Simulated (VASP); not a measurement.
Wanted: the native input for a VASP 6.6.1 run.

```
Task                   : relaxation of cell and atoms
Functional             : PBE
Potentials or basis    : VASP PAW PBE potentials, release 64 (S)
Cutoff                 : 500 eV
k mesh                 : 17 × 17 × 17
Occupations            : fermi-dirac, width 0.05 eV
Spin                   : no spin polarisation
Dipole correction      : no
Further INCAR settings : ALGO = Normal; EDIFF = 1e-07; IBRION = 2; EDIFFG = -0.03; NSW = 50; ISIF = 3
```

The structure of S lies in POSCAR:

```
S
1.0
    1.6650000000      1.6650000000      1.6650000000
   -1.6650000000      1.6650000000      1.6650000000
   -1.6650000000     -1.6650000000      1.6650000000
S
1
Direct
    0.0000000000      0.0000000000      0.0000000000
```

One way to write it, as run:

INCAR

```
SYSTEM = S
ALGO = Normal ; EDIFF = 1E-7
EDIFFG = -0.03 ; ENCUT = 500
GGA = PE ; GGA_COMPAT = .FALSE.
IBRION = 2 ; ISIF = 3
ISMEAR = -1 ; LASPH = .TRUE.
LCHARG = .FALSE. ; LREAL = .FALSE.
LWAVE = .FALSE. ; NELM = 120
NELMIN = 4 ; NSW = 50
PREC = Accurate ; SIGMA = 0.05
```

KPOINTS

```
k-points
0
G
  17 17 17
  0 0 0
```

Potentials or basis: VASP PAW PBE potentials, release 64 (S).

Command:

```sh
$ cat potpaw_PBE.64/S/POTCAR > POTCAR
$ mpirun -np 1 vasp_std > vasp.out
```

Results of the run:

```
Relaxed volume                         : 15.69 Å³/atom
Relaxed cell                           : a = 2.732 Å, b = 2.732 Å, c = 2.732 Å, α = 70.53°, β = 109.47°, γ = 70.53°
Space group after relaxing (to 0.05 Å) : Im-3m (No. 229)
Energy gained by relaxing              : 94.6 meV/atom
Ionic steps                            : 2
Pressure after relaxing                : 0.0 GPa
Band gap on the k mesh                 : zero (band 3 reaches 10.84 eV, above the bottom of band 4 at 3.86 eV)
```

Caveat: the volume moved by over 15 % at a fixed basis, so the end points are rough.

Wall time 35 s on 1 thread of Intel Xeon 8259CL (shared host), peak memory 0.14 GiB.
